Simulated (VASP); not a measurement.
# SrTiO3 in VASP: further runs, part 2 of 2

VASP 6.6.1. Earlier steps stand in the parts before.

## 3. Single point, PBE+U

This run uses another cell than the first one, of 12.30 Å³/atom, 1.017 times its volume.

INCAR reads:

```
SYSTEM = SrTiO3
PREC = Accurate
ENCUT = 520
EDIFF = 1E-6
ISMEAR = 0
SIGMA = 0.02
LREAL = .False.
LASPH = .True.
NELM = 150
ALGO = Normal
ISIF = 2
LWAVE = .False.
LCHARG = .True.
LMAXMIX = 4
LDAU = .True.
LDAUTYPE = 2
LDAUL = -1 2 -1
LDAUU = 0 4 0
LDAUJ = 0 0 0
LDAUPRINT = 1
GGA = PE
LELF = .True.
LVHAR = .True.
NBANDS = 28
```

KPOINTS reads:

```
Automatic mesh
0
Gamma
  8 8 8
  0 0 0
```

POSCAR reads:

```
SrTiO3
1.0
    3.9471298201      0.0000000000      0.0000000000
    0.0000000000      3.9471298201      0.0000000000
    0.0000000000      0.0000000000      3.9471298201
Sr Ti O
1 1 3
Direct
    0.0000000000      0.0000000000      0.0000000000
    0.5000000000      0.5000000000      0.5000000000
    0.5000000000      0.0000000000      0.5000000000
    0.5000000000      0.5000000000      0.0000000000
    0.0000000000      0.5000000000      0.5000000000
```

Potentials or basis: VASP PAW PBE potentials, release 64 (Sr_sv, Ti_sv, O).

Command:

```sh
$ cat potpaw_PBE.64/Sr_sv/POTCAR potpaw_PBE.64/Ti_sv/POTCAR potpaw_PBE.64/O/POTCAR > POTCAR
$ mpirun -np 1 vasp_std > vasp.out
```

It took 30 s on 1 thread of Intel Xeon 6975P-C (Granite Rapids), shared host; peak memory 0.21 GiB.

Results (log left out):

| Property | Result |
| --- | --- |
| Free energy | -37.4047 eV |
| Pressure | 2.7 GPa |
| Band gap on the k mesh | 2.31 eV, indirect (least direct gap 2.74 eV) |

Levels at points of the mesh, in eV from the valence-band top:
```csv
k point,band 16,band 17,band 18,band 19,band 20,band 21,band 22,band 23,band 24,band 25
"(0.00, 0.00, 0.00)",-1.13,-1.13,-0.43,-0.43,-0.43,2.31,2.31,2.31,4.11,4.11
"(0.50, 0.00, 0.00)",-2.18,-2.18,-1.91,-0.80,-0.80,2.49,4.08,4.08,4.12,6.15
"(0.50, 0.50, 0.00)",-2.66,-1.90,-1.56,-1.56,-0.09,4.10,4.10,4.56,4.99,7.70
"(0.50, 0.50, 0.50)",-3.56,-3.56,0.00,0.00,0.00,4.75,4.75,4.75,6.76,6.76
```

Eigenvalues of the final occupation matrices:
| site | spin | trace | eigenvalues |
| --- | --- | --- | --- |
| site 2 d | 1 | 0.80 | 0.10 0.10 0.10 0.25 0.25 |
| site 2 d | 2 | 0.80 | 0.10 0.10 0.10 0.25 0.25 |

A k mesh can miss the band edges.

## 4. Single point, PBE+U

This run uses another cell than the first one, of 12.30 Å³/atom, 1.017 times its volume.

INCAR reads:

```
PREC = Accurate
ENCUT = 520
EDIFF = 1E-6
ISMEAR = 0
SIGMA = 0.02
LREAL = False
LASPH = True
NELM = 150
ALGO = Normal
ISIF = 2
LWAVE = False
LCHARG = False
LMAXMIX = 4
LDAU = True
LDAUTYPE = 2
LDAUL = -1 2 -1
LDAUU = 0 4 0
LDAUJ = 0 0 0
LDAUPRINT = 1
GGA = PE
NBANDS = 28
```

KPOINTS reads:

```
Automatic mesh
0
Gamma
  8 8 8
```

POSCAR is that of step 3.

Command:

```sh
$ cat potpaw_PBE.64/Sr_sv/POTCAR potpaw_PBE.64/Ti_sv/POTCAR potpaw_PBE.64/O/POTCAR > POTCAR
$ mpirun -np 1 vasp_std > vasp.out
```

Run time: 29 s. Hardware: 1 thread of Intel Xeon 6975P-C (Granite Rapids), shared host; peak memory 0.2 GiB.

The run converged. Its results:

- Free energy: -37.4047 eV
- Pressure: 2.7 GPa
- Band gap on the k mesh: 2.31 eV, indirect (least direct gap 2.74 eV)

Levels at points of the mesh, in eV from the valence-band top:
| k point | band 17 | band 18 | band 19 | band 20 | band 21 | band 22 | band 23 | band 24 |
| --- | --- | --- | --- | --- | --- | --- | --- | --- |
| (0.00, 0.00, 0.00) | -1.13 | -0.43 | -0.43 | -0.43 | 2.31 | 2.31 | 2.31 | 4.11 |
| (0.50, 0.00, 0.00) | -2.18 | -1.91 | -0.80 | -0.80 | 2.49 | 4.08 | 4.08 | 4.12 |
| (0.50, 0.50, 0.00) | -1.90 | -1.56 | -1.56 | -0.09 | 4.10 | 4.10 | 4.56 | 4.99 |
| (0.50, 0.50, 0.50) | -3.56 | 0.00 | 0.00 | 0.00 | 4.75 | 4.75 | 4.75 | 6.76 |

Eigenvalues of the final occupation matrices:
| site | spin | trace | eigenvalues |
| --- | --- | --- | --- |
| site 2 d | 1 | 0.80 | 0.10 0.10 0.10 0.25 0.25 |
| site 2 d | 2 | 0.80 | 0.10 0.10 0.10 0.25 0.25 |

A k mesh can miss the band edges.

## 5. Single point, PBE+U (shear of c along a, cell held: +1.5 %)

INCAR reads:

```
PREC = Accurate ; ENCUT = 520
EDIFF = 1E-7 ; ISMEAR = 0
SIGMA = 0.02 ; LREAL = F
LASPH = T ; NELM = 150
ALGO = Normal ; ISIF = 2
LWAVE = F ; LCHARG = F
LMAXMIX = 4 ; LDAU = T
LDAUTYPE = 2 ; LDAUL = -1 2 -1
LDAUU = 0 4 0 ; LDAUJ = 0 0 0
LDAUPRINT = 1 ; GGA = PE
NBANDS = 28
```

KPOINTS is that of step 4.

POSCAR, as its differences from that of step 4:

```diff
@@ -2,5 +2,5 @@
 1.0
-    3.9471298201      0.0000000000      0.0000000000
-    0.0000000000      3.9471298201      0.0000000000
-    0.0000000000      0.0000000000      3.9471298201
+    3.9471298193      0.0000000000      0.0000000000
+    0.0000000000      3.9471298193      0.0000000000
+    0.0592069473      0.0000000000      3.9471298193
 Sr Ti O
```

Potentials or basis: VASP PAW PBE potentials, release 64 (Sr_sv, Ti_sv, O).

Command:

```sh
$ cat potpaw_PBE.64/Sr_sv/POTCAR potpaw_PBE.64/Ti_sv/POTCAR potpaw_PBE.64/O/POTCAR > POTCAR
$ mpirun -np 1 vasp_std > vasp.out
```

OUTCAR:

```text
PREC = Accurate
   ENCUT = 520
   EDIFF = 1E-7
   ISMEAR = 0
   LREAL = F
   LASPH = T
   NELM = 150
   ISIF = 2
   GGA = PE

 ion  position               nearest neighbor table
   1  0.000  0.000  0.000-   3 2.77   3 2.77   4 2.79   4 2.79   4 2.79   4 2.79   5 2.79   5 2.79
                             5 2.79   5 2.79   3 2.81   3 2.81   2 3.40   2 3.40   2 3.40   2 3.40
   2  0.500  0.500  0.500-   3 1.97   5 1.97   3 1.97   5 1.97   4 1.97   4 1.97   1 3.40   1 3.40
                             1 3.40   1 3.40   1 3.44   1 3.44   1 3.44   1 3.44
   3  0.500  0.000  0.500-   2 1.97   2 1.97   1 2.77   1 2.77   1 2.81   1 2.81
[... 991 lines left out ...]
  -------------------------------------------------------------------------------------
  Total        1.0360960      1.0409878      1.0448484      0.0000000      0.0000000     -0.6300141
  in kB       26.9939439     27.1213940     27.2219757      0.0000000      0.0000000    -16.4140828
  external PRESSURE =      27.1124379 kB  Pullay stress =       0.0000000 kB

 VOLUME and BASIS-vectors are now :
 -----------------------------------------------------------------------------
  energy-cutoff  :      520.00
  volume of cell :       61.50
      direct lattice vectors                 reciprocal lattice vectors
     3.947129819  0.000000000  0.000000000     0.253348647  0.000000000 -0.003800230
     0.000000000  3.947129819  0.000000000     0.000000000  0.253348647  0.000000000
     0.059206947  0.000000000  3.947129819     0.000000000  0.000000000  0.253348647

 POSITION                                       TOTAL-FORCE (eV/Angst)
 -----------------------------------------------------------------------------------
      0.00000      0.00000      0.00000         0.000000      0.000000      0.000000
      2.00317      1.97356      1.97356        -0.000000      0.000000      0.000000
      2.00317      0.00000      1.97356        -0.000000      0.000000      0.000000
      1.97356      1.97356      0.00000         0.000000      0.000000      0.000000
      0.02960      1.97356      1.97356         0.000000      0.000000      0.000000
 -----------------------------------------------------------------------------------
    total drift:                                0.000000      0.000000     -0.000000

  FREE ENERGIE OF THE ION-ELECTRON SYSTEM (eV)
  ---------------------------------------------------
  free  energy   TOTEN  =       -37.4000405502 eV

  energy  without entropy=      -37.4000405502  energy(sigma->0) =      -37.40004055
```

OSZICAR:

```text
N       E                     dE             d eps       ncg     rms          rms(c)
DAV:   1     0.434732814691E+03    0.43473E+03   -0.21406E+04  9520   0.158E+03
DAV:   2    -0.484791653287E+01   -0.43958E+03   -0.42063E+03 11080   0.437E+02
DAV:   3    -0.466697218293E+02   -0.41822E+02   -0.41546E+02 13124   0.133E+02
DAV:   4    -0.487269834188E+02   -0.20573E+01   -0.20527E+01 14560   0.248E+01
DAV:   5    -0.487846333032E+02   -0.57650E-01   -0.57639E-01 13504   0.340E+00    0.259E+01
DAV:   6    -0.371427009839E+02    0.11642E+02   -0.55488E+01 14344   0.646E+01    0.138E+01
DAV:   7    -0.374130001863E+02   -0.27030E+00   -0.64274E+00 12300   0.147E+01    0.999E+00
DAV:   8    -0.374794546428E+02   -0.66454E-01   -0.16787E+00 11508   0.115E+01    0.308E+00
DAV:   9    -0.374083506819E+02    0.71104E-01   -0.26210E-01 11696   0.508E+00    0.110E+00
DAV:  10    -0.374045768469E+02    0.37738E-02   -0.11996E-01 11204   0.210E+00    0.615E-01
DAV:  11    -0.374002563720E+02    0.43205E-02   -0.27354E-02 13420   0.150E+00    0.198E-01
DAV:  12    -0.373999963652E+02    0.26001E-03   -0.19621E-03 11036   0.479E-01    0.831E-02
DAV:  13    -0.374000506757E+02   -0.54310E-04   -0.19990E-04 11960   0.107E-01    0.540E-02
DAV:  14    -0.374000433718E+02    0.73038E-05   -0.96803E-05 11712   0.667E-02    0.209E-02
DAV:  15    -0.374000405167E+02    0.28552E-05   -0.24433E-05 14572   0.380E-02    0.327E-03
DAV:  16    -0.374000405947E+02   -0.78039E-07   -0.15797E-06 11008   0.944E-03    0.248E-03
DAV:  17    -0.374000405502E+02    0.44520E-07   -0.58286E-08  6732   0.182E-03
   1 F= -.37400041E+02 E0= -.37400041E+02  d E =-.125418E-55
```

It took 3.7 min on 1 thread of Intel Xeon Platinum 8488C (Sapphire Rapids), shared host; peak memory 0.39 GiB.

What came out:

| Quantity | Value |
| --- | --- |
| Free energy | -37.4000 eV |
| Pressure | 2.7 GPa |
| Band gap on the k mesh | 2.27 eV, indirect (least direct gap 2.67 eV) |

Eigenvalues of the final occupation matrices:
| site | spin | trace | eigenvalues |
| --- | --- | --- | --- |
| site 2 d | 1 | 0.80 | 0.10 0.10 0.10 0.25 0.25 |
| site 2 d | 2 | 0.80 | 0.10 0.10 0.10 0.25 0.25 |

Caveat: the cell differs from its parent crystal (shear of c along a, cell held: +1.5 %).

## 6. Overview

```tsv
cell	gap on the mesh (eV)	pressure (GPa)
a = 3.925 Å, 5 atoms	2.35	5.9
a = 3.947 Å, 5 atoms	2.31	2.7
a = 3.947 Å, angles 90.0, 89.1, 90.0°, 5 atoms	2.27	2.7
```

Alike in all rows: task single point; level PBE+U; potentials or basis VASP PAW PBE potentials, release 64 (Sr_sv, Ti_sv, O); no spin polarisation; Ti d U = 4.0 eV; k mesh 8 × 8 × 8; cutoff (eV) 520; smearing gaussian 0.02 eV.

Absolute energies hang on the potentials; compare differences alone.
